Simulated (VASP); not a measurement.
The system is As, a slab with vacuum.

```
As
1.0
     4.68716    0.00000    0.00000
     0.00000    3.54305    0.00000
     0.00000    0.00000   28.27037
As
4
Direct
  0.07061 0.00000 0.37805
  0.42939 0.50000 0.37805
  0.57061 0.50000 0.29403
  0.92939 0.00000 0.29403
```

This cell differs from its parent crystal: strain -2.5%.

Base run:

| Property | Result |
| --- | --- |
| Program | VASP 6.6.1 |
| Functional | r2SCAN |
| Potentials or basis | VASP PAW PBE potentials, release 64 (As) |
| Cutoff | 520 eV |
| k mesh | 6 × 8 × 1 |
| Occupations | gaussian, width 0.01 eV |
| Spin | no spin polarisation |

Its results: band gap on the k mesh 0.84 eV; largest force 0.040 eV/Å.

Task: The run is repeated on the same cell with these changes: functional from r2SCAN to PBE; occupations from gaussian, width 0.01 eV to fermi-dirac, width 0.02 eV. What comes out?

Result: Band gap on the k mesh 0.64 eV; largest force 0.452 eV/Å.

Caveats: the PAW data sets were made with another functional, which shifts forces and pressure a little (at least some runs); semilocal functionals underestimate gaps, and a narrow one can read as zero (at least some runs).

A k mesh can miss the band edges.
